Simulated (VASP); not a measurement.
# KH8O4F in VASP: notebook, part 2 of 2

VASP 6.6.1.

**3. Single point, PBE+D3(BJ)**

The input, INCAR:

```
PREC = Accurate
ENCUT = 520
EDIFF = 1E-7
ISMEAR = -1
SIGMA = 0.05
LREAL = False
LASPH = True
NELM = 100
ALGO = Normal
ISIF = 2
LWAVE = False
LCHARG = False
GGA = PE
IVDW = 12
NBANDS = 37
```

The input, KPOINTS:

```
Automatic mesh
0
Gamma
  1 1 1
```

The input, POSCAR:

```
KH8O4F
1.0
    5.9739610000      0.0000000000      0.0000000000
    0.0000000000      5.9739610000      0.0000000000
    0.0000000000      0.0000000000      5.9739610000
O H K F
4 8 1 1
Direct
    0.1184306359      0.6752471267      0.6807543605
   -0.0450454899      0.2350869047      0.9921892694
    0.3756971296      0.5379345463      0.0745234192
    0.5696890221      0.8299685920      0.5416339343
    0.0528794882      0.8168282317      0.6423041597
    0.1694353211      0.5877842189      0.5370138841
   -0.0249415756      0.1984947675      1.1496727213
    0.0989125975      0.3045885301      0.9579573753
    0.2761484382      0.4959188719      0.2095929317
    0.2965703994      0.5352060383     -0.0478074765
    0.4225672046      0.8799856578      0.5885374879
    0.5556279996      0.7716153487      0.3909131646
    0.7521810069      0.3963534412      0.6878685683
    0.1540016749      0.3367782280      0.3824263332
```

Potentials or basis: VASP PAW PBE potentials, release 64 (O, H, K_sv, F).

Started as:

```console
cat potpaw_PBE.64/O/POTCAR potpaw_PBE.64/H/POTCAR potpaw_PBE.64/K_sv/POTCAR potpaw_PBE.64/F/POTCAR > POTCAR
mpirun -np 1 vasp_gam > vasp.out
```

OUTCAR:

```text
PREC = Accurate
   ENCUT = 520
   EDIFF = 1E-7
   ISMEAR = -1
   LREAL = False
   LASPH = True
   NELM = 100
   ISIF = 2
   GGA = PE
   IVDW = 12
 IVDW          = 12

 ion  position               nearest neighbor table
   1  0.118  0.675  0.681-   5 0.96   6 1.05  13 2.75
   2  0.955  0.235  0.992-   7 0.97   8 0.98  13 2.39
   3  0.376  0.538  0.075-  10 0.87   9 1.03
   4  0.570  0.830  0.542-  12 0.97  11 0.97
   5  0.053  0.817  0.642-   1 0.96
   6  0.169  0.588  0.537-   1 1.05
   7  0.975  0.198  0.150-   2 0.97
   8  0.099  0.305  0.958-   2 0.98
   9  0.276  0.496  0.210-   3 1.03
  10  0.297  0.535  0.952-   3 0.87
  11  0.423  0.880  0.589-   4 0.97
  12  0.556  0.772  0.391-   4 0.97
  13  0.752  0.396  0.688-   2 2.39   1 2.75
  14  0.154  0.337  0.382-

  LATTYP: Found a simple cubic cell.
 ALAT       =     5.9739610000

  Lattice vectors:

 A1 = (   5.9739610000,   0.0000000000,   0.0000000000)
 A2 = (   0.0000000000,   5.9739610000,   0.0000000000)
 A3 = (   0.0000000000,   0.0000000000,   5.9739610000)

Analysis of symmetry for initial positions (statically):
=====================================================================
 Subroutine PRICEL returns:
 Original cell was already a primitive cell.

 Routine SETGRP: Setting up the symmetry group for a
 simple cubic supercell.

 Subroutine GETGRP returns: Found  1 space group operations
 (whereof  1 operations were pure point group operations)
 out of a pool of 48 trial point group operations.

The static configuration has the point symmetry C_1 .

Analysis of symmetry for dynamics (positions and initial velocities):
=====================================================================
 Subroutine PRICEL returns:
 Original cell was already a primitive cell.

 Routine SETGRP: Setting up the symmetry group for a
[... 137 lines left out ...]
 non-spin polarized calculation
  energy-cutoff  :      520.00
  volume of cell :      213.20
 maximum number of plane-waves:      2872
 NGX is ok and might be reduce to    48
   NGX = 23   NGY = 23   NGZ = 23

 number of electron      47.9999998 magnetization

 Free energy of the ion-electron system (eV)
  ---------------------------------------------------
  ext. energy  EPLUGINS =         0.00000000
  ---------------------------------------------------
  free energy    TOTEN  =       -65.17497644 eV

  energy without entropy =      -65.17497644  energy(sigma->0) =      -65.17497644

 E-fermi :  -2.6602     XC(G=0):  -6.0266

 val. band max:       -3.9001101832   @ k =   0.0000   0.0000   0.0000
 cond. band min:       0.2244445921   @ k =   0.0000   0.0000   0.0000
 fundamental gap:      4.1245547753
 Fermi energy:        -2.6602260876

 k-point     1 :       0.0000    0.0000    0.0000
  band No.  band energies     occupation
      1     -31.4096      2.00000
      2     -23.2699      2.00000
      3     -22.9930      2.00000
      4     -22.6462      2.00000
      5     -22.4519      2.00000
      6     -22.1760      2.00000
[... 28 lines left out ...]
     35       6.2909      0.00000
     36       6.8728      0.00000
 [bands above 36 left out]

------------------------ aborting loop because EDIFF is reached ----------------------------------------

 Edisp (eV)   -0.51212

 E8    (eV) :    -0.1511

  FORCE on cell =-STRESS in cart. coord.  units (eV):
  Direction    XX          YY          ZZ          XY          YZ          ZX
  --------------------------------------------------------------------------------------
  -------------------------------------------------------------------------------------
  Total       2.18631    -1.64662     3.03467     0.00490    -2.24087     5.08469
  in kB      16.42990   -12.37416    22.80522     0.03685   -16.83991    38.21095
  external pressure =        8.95 kB  Pullay stress =        0.00 kB

 VOLUME and BASIS-vectors are now :
 -----------------------------------------------------------------------------
  energy-cutoff  :      520.00
  volume of cell :      213.20
      direct lattice vectors                 reciprocal lattice vectors
     5.973961000  0.000000000  0.000000000     0.167393125  0.000000000  0.000000000
     0.000000000  5.973961000  0.000000000     0.000000000  0.167393125  0.000000000
     0.000000000  0.000000000  5.973961000     0.000000000  0.000000000  0.167393125

 POSITION                                       TOTAL-FORCE (eV/Angst)
 -----------------------------------------------------------------------------------
      0.70750      4.03390      4.06680         0.963966     -1.468638     -1.024344
      5.70486      1.40440      5.92730         0.220275     -0.446198     -0.110642
      2.24440      3.21360      0.44520         3.949868     -0.003080      6.954293
      3.40330      4.95820      3.23570         0.715464      0.067095      0.196878
      0.31590      4.87970      3.83710        -0.285155      0.483484     -0.344794
      1.01220      3.51140      3.20810        -1.037500      0.534137      1.292068
      5.82496      1.18580      0.89414         0.215090      0.205200      0.447688
      0.59090      1.81960      5.72280        -0.006311     -0.168834      0.174055
      1.64970      2.96260      1.25210         0.511211     -0.528117     -1.012344
      1.77170      3.19730      5.68836        -4.123154      0.608145     -6.057747
      2.52440      5.25700      3.51590        -0.198299     -0.219969     -0.087170
      3.31930      4.60960      2.33530        -0.340277      0.146399     -0.385660
      4.49350      2.36780      4.10930        -0.532329      0.238922     -0.592892
      0.92000      2.01190      2.28460        -0.052850      0.551453      0.550611
 -----------------------------------------------------------------------------------
    total drift:                               -0.000332     -0.001110      0.000781

  FREE ENERGIE OF THE ION-ELECTRON SYSTEM (eV)
  ---------------------------------------------------
  free  energy   TOTEN  =       -65.6870954862 eV

  energy  without entropy=      -65.6870954862  energy(sigma->0) =      -65.68709549
```

stdout:

```text
POSCAR found type information on POSCAR O H K F
 POSCAR found :  4 types and      14 ions
 scaLAPACK will be used
 LDA part: xc-table for (Slater+PW92), standard interpolation
 POSCAR, INCAR and KPOINTS ok, starting setup
 FFT: planning ... GRIDC
 FFT: planning ... GRID_SOFT
 FFT: planning ... GRID
 WAVECAR not read
 entering main loop
```

Wall time 21 s (1 thread of Intel Xeon Platinum 8259CL at 2.50GHz (Skylake/Cascade Lake), shared host); peak memory 0.32 GiB.

What came out:

```yaml
Free_energy: -65.6871 eV
Pressure: 0.9 GPa
Largest_force: 7.998 eV/Å
Dispersion_energy_per_atom: -0.037 eV
```

Forces in eV/Å, atoms in the order of the input:
```
O    0.964 -1.469 -1.024
O    0.220 -0.446 -0.111
O    3.950 -0.003  6.954
O    0.715  0.067  0.197
H   -0.285  0.483 -0.345
H   -1.038  0.534  1.292
H    0.215  0.205  0.448
H   -0.006 -0.169  0.174
H    0.511 -0.528 -1.012
H   -4.123  0.608 -6.058
H   -0.198 -0.220 -0.087
H   -0.340  0.146 -0.386
K   -0.532  0.239 -0.593
F   -0.053  0.551  0.551
```

Stress tensor (GPa, compression positive):
```
 1.64  0.00  3.82
 0.00 -1.24 -1.68
 3.82 -1.68  2.28
```

Caveat: the k points lie up to 1.05 Å⁻¹ apart.

**4. Single point, PBE+D3(BJ)**

The input, INCAR:

```
SYSTEM = KH8O4F
PREC = Accurate
ENCUT = 520
EDIFF = 1E-6
ISMEAR = -1
SIGMA = 0.05
LREAL = .FALSE.
LASPH = .TRUE.
NELM = 80
ALGO = Normal
ISIF = 2
LWAVE = .FALSE.
LCHARG = .FALSE.
GGA = PE
IVDW = 12
NBANDS = 37
```

The input, KPOINTS:

```
Automatic mesh
0
G
  1 1 1
  0 0 0
```

The input, POSCAR:

```
KH8O4F
1.0
    5.9739610000      0.0000000000      0.0000000000
    0.0000000000      5.9739610000      0.0000000000
    0.0000000000      0.0000000000      5.9739610000
O H K F
4 8 1 1
Direct
    0.1424850279      0.7417524152      0.6459031119
   -0.0013893629      0.2516420847      1.0264211634
    0.3787269452      0.5605660968      0.1037335195
    0.6253472361      0.8585425985      0.5609845796
    0.0111651214      0.8124257925      0.5735390639
    0.1744236362      0.5767697513      0.5518951329
    0.0239874348      0.2299646750      1.1832015643
    0.1409115326      0.3335977587      0.9795845671
    0.3652685379      0.4547569025      0.2336808024
    0.3343845064      0.7161412671      0.1127560090
    0.4914662148      0.9104177279      0.6351899519
    0.5860600697      0.8644013578      0.4065644218
    0.7615550219      0.4467052932      0.6711125165
    0.2017924121      0.3396741291      0.4630596015
```

Started as:

```console
cat potpaw_PBE.64/O/POTCAR potpaw_PBE.64/H/POTCAR potpaw_PBE.64/K_sv/POTCAR potpaw_PBE.64/F/POTCAR > POTCAR
mpirun -np 1 vasp_gam > vasp.out
```

Run time: 19 s. Hardware: 1 thread of Intel Xeon Platinum 8259CL at 2.50GHz (Skylake/Cascade Lake), shared host; peak memory 0.31 GiB.

The run converged. Its results:

| Property | Result |
| --- | --- |
| Free energy | -65.7328 eV |
| Pressure | -2.2 GPa |
| Largest force | 2.715 eV/Å |
| Dispersion energy per atom | -0.036 eV |

Forces in eV/Å, atoms in the order of the input:
```
O   -0.204 -2.257 -1.494
O    1.026  0.737 -1.618
O    1.147 -1.161 -0.920
O    0.679  0.285  0.504
H    0.843 -0.207  0.330
H   -0.433  1.916  1.182
H    0.274  0.060  1.109
H   -1.357 -0.558  0.526
H   -0.838  1.480  0.215
H   -0.473 -0.421  0.750
H   -0.678 -0.088  0.204
H   -0.271 -0.007 -1.013
K    0.103 -0.371  0.367
F    0.183  0.593 -0.143
```

Stress tensor (GPa, compression positive):
```
-2.25  0.14  0.44
 0.14 -3.97 -0.78
 0.44 -0.78 -0.23
```

Levels at points of the mesh, in eV from the Fermi level:
| k point | band 20 | band 21 | band 22 | band 23 | band 24 | band 25 | band 26 | band 27 | band 28 | band 29 |
| --- | --- | --- | --- | --- | --- | --- | --- | --- | --- | --- |
| (0.00, 0.00, 0.00) | -2.11 | -1.91 | -1.77 | -1.70 | -1.31 | 2.50 | 6.04 | 6.42 | 6.52 | 6.76 |

Caveat: the k points lie up to 1.05 Å⁻¹ apart.

**5. Single point, PBE+D3(BJ)**

The input, INCAR:

```
ALGO     = Normal         # electronic algorithm
EDIFF    = 1E-7           # SCF threshold, eV
ENCUT    = 520            # plane-wave cutoff, eV
GGA      = PE             # functional
ISIF     = 2              # what is computed and relaxed
ISMEAR   = -1             # smearing method
IVDW     = 12             # dispersion correction
LASPH    = T              # aspherical terms in the spheres
LCHARG   = F              # write CHGCAR
LREAL    = F              # projectors in reciprocal space
LWAVE    = F              # write WAVECAR
NBANDS   = 37             # bands
NELM     = 100            # most SCF steps
PREC     = Accurate       # precision mode
SIGMA    = 0.05           # smearing width, eV
```

The input, KPOINTS:

```
k-points
0
Gamma
  1 1 1
```

The input, POSCAR:

```
KH8O4F
1.0
    5.9739610000      0.0000000000      0.0000000000
    0.0000000000      5.9739610000      0.0000000000
    0.0000000000      0.0000000000      5.9739610000
O H K F
4 8 1 1
Direct
    0.1562112642      0.7245444019      0.5476433475
    0.0520425225      0.2218795871      0.9920553549
    0.4619213282      0.5911655600      0.1356888671
    0.5559460465      0.9090618436      0.5685340095
    0.1925188330      0.8513614334      0.4422191574
    0.1650328819      0.5912827352      0.4495677156
    0.1721973076      0.2954321262      1.0923740547
    0.1280557406      0.1055748439      0.8848902763
    0.4757145217      0.4634111271      0.2330949265
    0.3367782280      0.5501542444      0.0219284994
    0.3866111613      0.8864302931      0.6046072279
    0.5769036658      0.9580243326      0.4105985961
    0.7707114258      0.4631265587      0.6362612679
    0.2501020680      0.3671600802      0.4410808842
```

Started as:

```console
cat potpaw_PBE.64/O/POTCAR potpaw_PBE.64/H/POTCAR potpaw_PBE.64/K_sv/POTCAR potpaw_PBE.64/F/POTCAR > POTCAR
mpirun -np 1 vasp_gam > vasp.out
```

Run time: 21 s. Hardware: 1 thread of Intel Xeon Platinum 8259CL at 2.50GHz (Skylake/Cascade Lake), shared host; peak memory 0.32 GiB.

Results (log left out):

| Quantity | Value |
| --- | --- |
| Free energy | -64.8953 eV |
| Pressure | -2.6 GPa |
| Largest force | 3.589 eV/Å |
| Dispersion energy per atom | -0.037 eV |

Forces on the atoms (eV/Å):
```
O   -0.931  3.461 -0.197
O    1.940 -0.774 -0.783
O   -1.100  0.498 -2.885
O   -0.716  0.474  0.035
H   -1.026 -1.101  0.605
H    1.049 -1.388  0.083
H   -1.341 -1.396 -0.824
H   -0.879  2.060  1.904
H   -0.797 -0.613  0.648
H    1.874  0.567  1.684
H    2.448 -0.092 -0.773
H   -0.681 -0.452  1.054
K    0.001  0.065  0.242
F    0.160 -1.307 -0.794
```

Stress tensor (GPa, compression positive):
```
-3.70 -0.33 -0.40
-0.33 -0.10 -0.56
-0.40 -0.56 -3.97
```

Levels at points of the mesh, in eV from the Fermi level:
| k point | band 21 | band 22 | band 23 | band 24 | band 25 | band 26 | band 27 | band 28 |
| --- | --- | --- | --- | --- | --- | --- | --- | --- |
| (0.00, 0.00, 0.00) | -2.11 | -1.84 | -1.62 | -1.32 | 2.13 | 5.50 | 5.61 | 6.24 |

Caveat: the k points lie up to 1.05 Å⁻¹ apart.

**6. Overview**

```csv
cell,pressure (GPa),largest force (eV/Å)
"as given, atomic positions A",-1.8,0.19
"as given, atomic positions B",0.9,8.00
"as given, atomic positions C",-2.2,2.71
"as given, atomic positions D",-2.6,3.59
```

Alike in all rows: task single point; level PBE+D3(BJ); potentials or basis VASP PAW PBE potentials, release 64 (O, H, K_sv, F); no spin polarisation; k mesh 1 × 1 × 1; cutoff (eV) 520; smearing fermi-dirac 0.05 eV.

Caveats: all runs use coarse meshes.

Absolute energies hang on the potentials; compare differences alone.
